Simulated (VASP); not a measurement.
Runs of VASP 6.6.1 on CuO. The structure is that of space group Cccm (No. 66), or close to it. The cells are those of the table. 

```tsv
spin	cell	k mesh	gap on the mesh (eV)	pressure (GPa)	moment (μB)
off	a = 2.723, b = 2.723, c = 4.786 Å, angles 90.0, 90.0, 94.5°, 4 atoms	14 × 14 × 8	none	54.9	-
off	a = 2.789, b = 2.789, c = 4.903 Å, angles 90.0, 90.0, 94.5°, 4 atoms	14 × 14 × 8	none	(a)	-
collinear, ferromagnetic start	a = 2.933, b = 2.933, c = 5.156 Å, angles 90.0, 90.0, 94.5°, 4 atoms	8 × 8 × 6	none	-4.0	0.00
collinear	a = 2.933, b = 2.933, c = 5.156 Å, angles 90.0, 90.0, 94.5°, 4 atoms	6 × 6 × 4	none	-4.1	0.00
```

Alike in all rows: task single point; level r2SCAN; potentials or basis VASP PAW PBE potentials, release 64 (Cu, O); cutoff (eV) 520; smearing gaussian 0.1 eV.

Estimate the missing entries.

(a) 29.5.

Caveats: the PAW data sets were made with another functional, which shifts forces and pressure a little; semilocal functionals often make such compounds metallic where correlation or magnetic order opens a gap, which also shifts bond lengths; the cell stands under tension (at least some runs); the stress differs along the axes, from 45 to 71 GPa (at least some runs); the stress differs along the axes, from 24 to 38 GPa (at least some runs).

A gap of «none» marks levels without a gap at the run's occupations.
